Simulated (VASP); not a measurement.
# SnO (Pmn2_1) in VASP: further runs

Aim: see how the results for SnO move with the level of theory and the settings. Levels: PBE, r2SCAN. Tasks: single point.

Everything below comes from runs of VASP 6.6.1. Logs are shortened: lines on timing, memory, paths and dates and some standing lists are left out, and cuts for length are marked.

### 1 The cell of the first run

It takes space group Pmn2_1 (No. 31, orthorhombic). The conventional cell has a = 3.303 Å, b = 5.758 Å, c = 4.001 Å, α = 90.00°, β = 90.00°, γ = 90.00°. Sn (site symmetry m) has 3 O at 2.12 to 2.13 Å within 2.8 Å. Within 2.9 Å of O (site symmetry m) lie 3 Sn at 2.12 to 2.13 Å and 4 O at 2.87 Å.

### 2 Single point, PBE

Input file INCAR:

```
ALGO = Normal
EDIFF = 1E-6
ENCUT = 520
GGA = PE
ISIF = 2
ISMEAR = 0
LASPH = True
LCHARG = False
LREAL = False
LWAVE = False
NBANDS = 28
NELM = 80
PREC = Accurate
SIGMA = 0.01
```

Input file KPOINTS:

```
k-points
0
Gamma
  8 4 6
```

Input file POSCAR:

```
SnO
1.0
    3.3031148417      0.0000000000      0.0000000000
    0.0000000000      5.7577050573      0.0000000000
    0.0000000000      0.0000000000      4.0008070726
Sn O
2 2
Direct
    0.0000000000      0.2294420242      0.5172649377
    0.5000000000      0.7705579758      0.0172649377
    0.0000000000      0.8935339404      0.7327360623
    0.5000000000      0.1064660596      0.2327360623
```

Potentials or basis: VASP PAW PBE potentials, release 64 (Sn_d, O).

On the command line:

```bash
$ cat potpaw_PBE.64/Sn_d/POTCAR potpaw_PBE.64/O/POTCAR > POTCAR
$ mpirun -np 1 vasp_std > vasp.out
```

OUTCAR:

```text
EDIFF = 1E-6
   ENCUT = 520
   GGA = PE
   ISIF = 2
   ISMEAR = 0
   LASPH = True
   LREAL = False
   NELM = 80
   PREC = Accurate

 ion  position               nearest neighbor table
   1  0.000  0.229  0.517-   3 2.12   4 2.13   4 2.13   2 3.70   2 3.70   2 3.70   2 3.70
   2  0.500  0.771  0.017-   4 2.12   3 2.13   3 2.13   1 3.70   1 3.70   1 3.70   1 3.70
   3  0.000  0.894  0.733-   1 2.12   2 2.13   2 2.13
   4  0.500  0.106  0.233-   2 2.12   1 2.13   1 2.13

  LATTYP: Found a simple orthorhombic cell.
 ALAT       =     3.3031148417
 B/A-ratio  =     1.2112225170
 C/A-ratio  =     1.7431137981

  Lattice vectors:

 A1 = (  -3.3031148417,   0.0000000000,   0.0000000000)
 A2 = (   0.0000000000,   0.0000000000,   4.0008070726)
 A3 = (   0.0000000000,   5.7577050573,   0.0000000000)

Analysis of symmetry for initial positions (statically):
=====================================================================
 Subroutine PRICEL returns:
 Original cell was already a primitive cell.

 Routine SETGRP: Setting up the symmetry group for a
 simple orthorhombic supercell.

 Subroutine GETGRP returns: Found  4 space group operations
 (whereof  2 operations were pure point group operations)
 out of a pool of  8 trial point group operations.

The static configuration has the point symmetry C_1h.
 The point group associated with its full space group is C_2v.

Analysis of symmetry for dynamics (positions and initial velocities):
=====================================================================
 Subroutine PRICEL returns:
 Original cell was already a primitive cell.

 Routine SETGRP: Setting up the symmetry group for a
 simple orthorhombic supercell.

 Subroutine GETGRP returns: Found  4 space group operations
 (whereof  2 operations were pure point group operations)
 out of a pool of  8 trial point group operations.

The dynamic configuration has the point symmetry C_1h.
 The point group associated with its full space group is C_2v.

 Subroutine INISYM returns: Found  4 space group operations
 (whereof  2 operations are pure point group operations),
 and found     1 'primitive' translations

----------------------------------------------------------------------------------------

                                     Primitive cell

  volume of cell :      76.0888

  direct lattice vectors                    reciprocal lattice vectors
     3.303114842  0.000000000  0.000000000     0.302744545  0.000000000  0.000000000
     0.000000000  5.757705057  0.000000000     0.000000000  0.173680310  0.000000000
     0.000000000  0.000000000  4.000807073     0.000000000  0.000000000  0.249949568

  length of vectors
     3.303114842  5.757705057  4.000807073     0.302744545  0.173680310  0.249949568

  position of ions in fractional coordinates (direct lattice)
     0.000000000  0.229442024  0.517264938
     0.500000000  0.770557976  0.017264938
     0.000000000  0.893533940  0.732736062
     0.500000000  0.106466060  0.232736062

  ion indices of the primitive-cell ions
   primitive index   ion index
                 1           1
                 2           2
                 3           3
                 4           4

----------------------------------------------------------------------------------------

 KPOINTS: k-points

Automatic generation of k-mesh.
 Grid dimensions read from file:
 generate k-points for:    8    4    6

 Generating k-lattice:

  Cartesian coordinates                     Fractional coordinates (reciprocal lattice)
     0.037843068  0.000000000  0.000000000     0.125000000  0.000000000  0.000000000
     0.000000000  0.043420078  0.000000000     0.000000000  0.250000000  0.000000000
     0.000000000  0.000000000  0.041658261     0.000000000  0.000000000  0.166666667

  Length of vectors
     0.037843068  0.043420078  0.041658261

  Shift w.r.t. Gamma in fractional coordinates (k-lattice)
     0.000000000  0.000000000  0.000000000

 Subroutine IBZKPT returns following result:
 ===========================================

 Found     60 irreducible k-points:

 Following reciprocal coordinates:
            Coordinates               Weight
  0.000000  0.000000  0.000000      1.000000
  0.125000  0.000000  0.000000      2.000000
  0.250000  0.000000  0.000000      2.000000
  0.375000  0.000000  0.000000      2.000000
  0.500000  0.000000  0.000000      1.000000
  0.000000  0.250000  0.000000      2.000000
[... 16 lines left out ...]
  0.250000  0.250000  0.166667      8.000000
  0.375000  0.250000  0.166667      8.000000
 [... further k-points ...]
   k-points           NKPTS =     60   k-points in BZ     NKDIM =     60   number of bands    NBANDS=     28
   number of dos      NEDOS =    301   number of ions     NIONS =      4
   total plane-waves  NPLWV =  40320
   dimension x,y,z NGX =    28 NGY =   48 NGZ =   30
   dimension x,y,z NGXF=    56 NGYF=   96 NGZF=   60
   ions per type =               2   2
   NGX,Y,Z   is equivalent  to a cutoff of  14.09, 13.86, 12.47 a.u.
   NGXF,Y,Z  is equivalent  to a cutoff of  28.18, 27.72, 24.93 a.u.
 SYSTEM =  unknown system
   PREC   = accura    normal or accurate (medium, high low for compatibility)
   ISTART =      0    job   : 0-new  1-cont  2-samecut
   ICHARG =      2    charge: 1-file 2-atom 10-const
   ISPIN  =      1    spin polarized calculation?
   LNONCOLLINEAR =      F non collinear calculations
   LSORBIT =      F    spin-orbit coupling
   LASPH  =      T    aspherical Exc in radial PAW
   ENCUT  =  520.0 eV  38.22 Ry    6.18 a.u.   6.14 10.71  7.44*2*pi/ulx,y,z
   NELM   =     80;   NELMIN=  2; NELMDL= -5     # of ELM steps
   EDIFF  = 0.1E-05   stopping-criterion for ELM
   LREAL  =      F    real-space projection
   EDIFFG = 0.1E-04   stopping-criterion for IOM
   NSW    =      0    number of steps for IOM
   IBRION =     -1    ionic relax: 0-MD 1-quasi-New 2-CG
   NFREE  =      0    steps in history (QN), initial steepest desc. (CG)
   ISIF   =      2    stress and relaxation
   ISYM   =      2    0-nonsym 1-usesym 2-fastsym
   POTIM  = 0.5000    time-step for ionic-motion
   TEBEG  =    0.0;   TEEND  =   0.0 temperature during run
   PSTRESS=    0.0 pullay stress
   NELECT =      40.0000    total number of electrons
   NUPDOWN=      -1.0000    fix difference up-down
   EMIN   =  10.00;   EMAX   =-10.00  energy-range for DOS
   EFERMI =   0.00;   METHOD = LEGACY
   ISMEAR =     0;   SIGMA  =   0.01  broadening in eV -4-tet -1-fermi 0-gaus
   EFERMI_NEDOS =   21; number of points for ismear=-14 and -15
   IALGO  =     38    algorithm
   IMIX   =      4    mixing-type and parameters
     AMIX     =   0.40;   BMIX     =  1.00
     AMIX_MAG =   1.60;   BMIX_MAG =  1.00
  volume/ion in A,a.u.               =      19.02       128.37
  Fermi-wavevector in a.u.,A,eV,Ry     =   1.321259  2.496817 23.752032  1.745725
  Thomas-Fermi vector in A             =   2.451026
   LORBIT       =      0    0 simple, 1 ext, 2 COOP (PROOUT), +10 PAW based schemes
   GGA     = PE    functional components
   LHFCALC =     F    Hartree Fock is set to
   AEXX    =    0.0000 exact exchange contribution
   IVDW    =     0    specifies the selected vdW correction
   LEPSILON=     F    determine dielectric tensor
   LRPA    =     F    only Hartree local field effects (RPA)
 non-spin polarized calculation
 Gauss-broadening in eV      SIGMA  =   0.01
  energy-cutoff  :      520.00
  volume of cell :       76.09
 maximum number of plane-waves:      2088
 NGX is ok and might be reduce to    28
   NGX = 13   NGY = 21   NGZ = 15

 number of electron      40.0000010 magnetization

 Free energy of the ion-electron system (eV)
  ---------------------------------------------------
  ext. energy  EPLUGINS =         0.00000000
  ---------------------------------------------------
  free energy    TOTEN  =       -22.37299777 eV

  energy without entropy =      -22.37299777  energy(sigma->0) =      -22.37299777

 E-fermi :   5.6074     XC(G=0):  -9.8104

 val. band max:        5.4724296390   @ k =   0.0000   0.0000   0.0000
 cond. band min:       6.8819894642   @ k =   0.3750   0.5000   0.0000
 fundamental gap:      1.4095598253
 Fermi energy:         5.6074383063

 k-point     1 :       0.0000    0.0000    0.0000
  band No.  band energies     occupation
      1     -15.8943      2.00000
      2     -15.5051      2.00000
      3     -15.4043      2.00000
      4     -15.3663      2.00000
      5     -15.3373      2.00000
      6     -15.3140      2.00000
[... 20 lines left out ...]
     27      14.4333      0.00000
     28      15.2502      0.00000

 k-point     2 :       0.1250    0.0000    0.0000
  band No.  band energies     occupation
      1     -15.8875      2.00000
      2     -15.4997      2.00000
      3     -15.4134      2.00000
      4     -15.3937      2.00000
      5     -15.3463      2.00000
      6     -15.3117      2.00000
[... 20 lines left out ...]
     27      14.5101      0.00000
     28      15.3376      0.00000

 k-point     3 :       0.2500    0.0000    0.0000
  band No.  band energies     occupation
      1     -15.8807      2.00000
      2     -15.6204      2.00000
      3     -15.3848      2.00000
      4     -15.3691      2.00000
      5     -15.3545      2.00000
      6     -15.3167      2.00000
[... 20 lines left out ...]
     27      14.2483      0.00000
     28      15.4668      0.00000

 k-point     4 :       0.3750    0.0000    0.0000
  band No.  band energies     occupation
      1     -15.8791      2.00000
      2     -15.7638      2.00000
      3     -15.3616      2.00000
      4     -15.3464      2.00000
      5     -15.3318      2.00000
      6     -15.3195      2.00000
[... 578 lines left out ...]
     27      15.1957      0.00000
     28      15.9009      0.00000

 k-point    23 :       0.2500    0.2500    0.1667
  band No.  band energies     occupation
      1     -15.8727      2.00000
      2     -15.6529      2.00000
      3     -15.3865      2.00000
      4     -15.3692      2.00000
      5     -15.3482      2.00000
      6     -15.3229      2.00000
[... 20 lines left out ...]
     27      15.1883      0.00000
     28      15.9676      0.00000

 k-point    24 :       0.3750    0.2500    0.1667
  band No.  band energies     occupation
      1     -15.8817      2.00000
      2     -15.7834      2.00000
      3     -15.3663      2.00000
      4     -15.3580      2.00000
      5     -15.3230      2.00000
      6     -15.3145      2.00000
[... 20 lines left out ...]
     27      14.6724      0.00000
     28      15.8527      0.00000

 [... further k-points ...]

------------------------ aborting loop because EDIFF is reached ----------------------------------------

  FORCE on cell =-STRESS in cart. coord.  units (eV):
  Direction    XX          YY          ZZ          XY          YZ          ZX
  --------------------------------------------------------------------------------------
  -------------------------------------------------------------------------------------
  Total        2.6510747      2.1233177      2.0189901      0.0000000      0.0000000      0.0000000
  in kB       55.8228304     44.7100211     42.5132267      0.0000000      0.0000000      0.0000000
  external PRESSURE =      47.6820261 kB  Pullay stress =       0.0000000 kB

 VOLUME and BASIS-vectors are now :
 -----------------------------------------------------------------------------
  energy-cutoff  :      520.00
  volume of cell :       76.09
      direct lattice vectors                 reciprocal lattice vectors
     3.303114842  0.000000000  0.000000000     0.302744545  0.000000000  0.000000000
     0.000000000  5.757705057  0.000000000     0.000000000  0.173680310  0.000000000
     0.000000000  0.000000000  4.000807073     0.000000000  0.000000000  0.249949568

 POSITION                                       TOTAL-FORCE (eV/Angst)
 -----------------------------------------------------------------------------------
      0.00000      1.32106      2.06948         0.000000      0.587684      0.203302
      1.65156      4.43665      0.06907         0.000000     -0.587684      0.203302
      0.00000      5.14470      2.93154         0.000000     -0.128198     -0.203302
      1.65156      0.61300      0.93113         0.000000      0.128198     -0.203302
 -----------------------------------------------------------------------------------
    total drift:                                0.000000     -0.000000      0.000038

  FREE ENERGIE OF THE ION-ELECTRON SYSTEM (eV)
  ---------------------------------------------------
  free  energy   TOTEN  =       -22.3729977712 eV

  energy  without entropy=      -22.3729977712  energy(sigma->0) =      -22.37299777
```

Wall time 86 s (1 thread of AMD EPYC 7R13 (Zen 3), shared host); peak memory 0.22 GiB.

What came out:

```yaml
Free_energy: -22.3730 eV
Pressure: 4.8 GPa
Largest_force: 0.622 eV/Å
Band_gap_on_the_k_mesh: 1.41 eV (least direct gap 2.10 eV)
```

Forces in eV/Å, atoms in the order of the input:
```
Sn   0.000  0.588  0.203
Sn   0.000 -0.588  0.203
O    0.000 -0.128 -0.203
O    0.000  0.128 -0.203
```

Caveat: the cell stands under pressure; spin-orbit coupling is left out, which moves the levels of the heavy elements.

### 3 Single point, r2SCAN

POSCAR is that of step 2.

Input file INCAR.step1:

```
SYSTEM = SnO
  PREC = Accurate
  ENCUT = 520
  ISMEAR = 0
  SIGMA = 0.01
  LREAL = .False.
  LASPH = .True.
  NELM = 100
  NBANDS = 28
  GGA = PE
  ALGO = Normal
  EDIFF = 1E-4
  LWAVE = .True.
  LCHARG = .False.
```

Input file INCAR.step2:

```
SYSTEM = SnO
  PREC = Accurate
  ENCUT = 520
  EDIFF = 1E-6
  ISMEAR = 0
  SIGMA = 0.01
  LREAL = .False.
  LASPH = .True.
  NELM = 100
  ALGO = Normal
  ISIF = 2
  LWAVE = .False.
  LCHARG = .False.
  METAGGA = R2SCAN
  LMIXTAU = .True.
  NBANDS = 28
  ISTART = 1
```

Input file KPOINTS:

```
regular mesh
0
Gamma
  8 4 6
  0 0 0
```

Potentials or basis: VASP PAW PBE potentials, release 64 (Sn_d, O).

On the command line:

```bash
$ cat potpaw_PBE.64/Sn_d/POTCAR potpaw_PBE.64/O/POTCAR > POTCAR
$ cp INCAR.step1 INCAR
$ mpirun -np 1 vasp_std > vasp.out
$ cp INCAR.step2 INCAR
$ mpirun -np 1 vasp_std > vasp.out
```

Wall time 5.7 min (1 thread of AMD EPYC 7R13 (Zen 3), shared host); peak memory 0.24 GiB.

It converged, with:

- Free energy: -66.5772 eV
- Pressure: 1.5 GPa
- Largest force: 0.123 eV/Å
- Band gap on the k mesh: 1.72 eV (least direct gap 2.42 eV)

Forces on the atoms (eV/Å):
```
Sn   0.000  0.116  0.041
Sn   0.000 -0.116  0.041
O    0.000 -0.003 -0.041
O    0.000  0.003 -0.041
```

Stress tensor (GPa, compression positive):
```
1.62 0.00 0.00
0.00 1.51 0.00
0.00 0.00 1.48
```

Levels at points of the mesh, in eV from the valence-band top:
```csv
k point,band 17,band 18,band 19,band 20,band 21,band 22,band 23,band 24
"(0.00, 0.00, 0.00)",-4.05,-2.98,-2.39,0.00,3.40,3.63,6.58,6.75
"(0.50, 0.00, 0.00)",-3.01,-3.01,-1.31,-1.31,2.89,2.89,6.30,6.30
"(0.00, 0.50, 0.00)",-4.07,-3.00,-1.97,-1.71,3.76,4.74,5.73,5.74
"(0.50, 0.50, 0.00)",-3.05,-3.05,-1.04,-1.04,2.30,2.30,7.00,7.00
"(0.00, 0.00, 0.50)",-3.60,-3.60,-1.80,-1.80,2.97,2.97,5.93,5.93
"(0.50, 0.00, 0.50)",-3.57,-3.57,-1.07,-1.07,2.47,2.47,4.90,4.90
"(0.00, 0.50, 0.50)",-3.30,-3.30,-1.63,-1.63,2.23,2.23,6.56,6.56
"(0.50, 0.50, 0.50)",-3.80,-3.80,-0.48,-0.48,2.74,2.74,4.55,4.55
```

Caveat: the PAW data sets were made with another functional, which shifts forces and pressure a little; spin-orbit coupling is left out, which moves the levels of the heavy elements. A k mesh can miss the band edges.
